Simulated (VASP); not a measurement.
## SiGeO4: relaxation of the atoms with PBE

Crystal: SiGeO4.

```
CELL_PARAMETERS angstrom
0.00000 3.98950 3.98950
3.98950 0.00000 3.98950
3.98950 3.98950 0.00000
ATOMIC_POSITIONS crystal
Si 0.75000 0.75000 0.75000
Ge 0.50000 0.50000 0.50000
O 0.11182 0.62939 0.62939
O 0.62939 0.11182 0.62939
O 0.62939 0.62939 0.11182
O 0.62939 0.62939 0.62939
```

- Program: VASP 6.6.1
- Task: relaxation of the atoms
- Functional: PBE
- Potentials or basis: VASP PAW PBE potentials, release 64 (Si, Ge_d, O)
- Cutoff: 520 eV
- k mesh: 6 × 6 × 6
- Occupations: gaussian, width 0.02 eV
- Spin: no spin polarisation
- Dipole correction: no
- Further INCAR settings: ALGO = Normal; EDIFF = 1e-06; IBRION = 2; EDIFFG = -0.01; NSW = 50

```yaml
Energy_gained_by_relaxing: 0.0 meV/atom
Ionic_steps: 3
Pressure_after_relaxing: -9.9 GPa
Band_gap_on_the_k_mesh: 2.78 eV
```

Final structure:
```yaml
crystal:
  lattice:
    - [0.00000, 3.98950, 3.98950]
    - [3.98950, 0.00000, 3.98950]
    - [3.98950, 3.98950, 0.00000]
  atoms:
    - { symbol: Si, position: [0.75000, 0.75000, 0.75000] }
    - { symbol: Ge, position: [0.50000, 0.50000, 0.50000] }
    - { symbol: O, position: [0.11169, 0.62944, 0.62944] }
    - { symbol: O, position: [0.62944, 0.11169, 0.62944] }
    - { symbol: O, position: [0.62944, 0.62944, 0.11169] }
    - { symbol: O, position: [0.62944, 0.62944, 0.62944] }
```

Levels at points of the mesh, in eV from the valence-band top:
| k point | band 17 | band 18 | band 19 | band 20 | band 21 | band 22 | band 23 | band 24 | band 25 |
| --- | --- | --- | --- | --- | --- | --- | --- | --- | --- |
| (0.00, 0.00, 0.00) | -1.41 | -1.41 | 0.00 | 0.00 | 0.00 | 2.78 | 6.63 | 7.66 | 7.66 |
| (0.50, 0.00, 0.00) | -1.50 | -1.50 | -0.59 | -0.59 | 0.00 | 4.29 | 7.43 | 8.40 | 8.81 |
| (0.50, 0.50, 0.00) | -1.90 | -1.20 | -0.69 | -0.41 | -0.41 | 5.23 | 7.02 | 8.58 | 9.33 |

It took 66 s on 1 thread of AMD EPYC 9R45 96-Core Processor (Zen 5), on a shared host, peak memory 0.25 GiB.

A k mesh can miss the band edges.
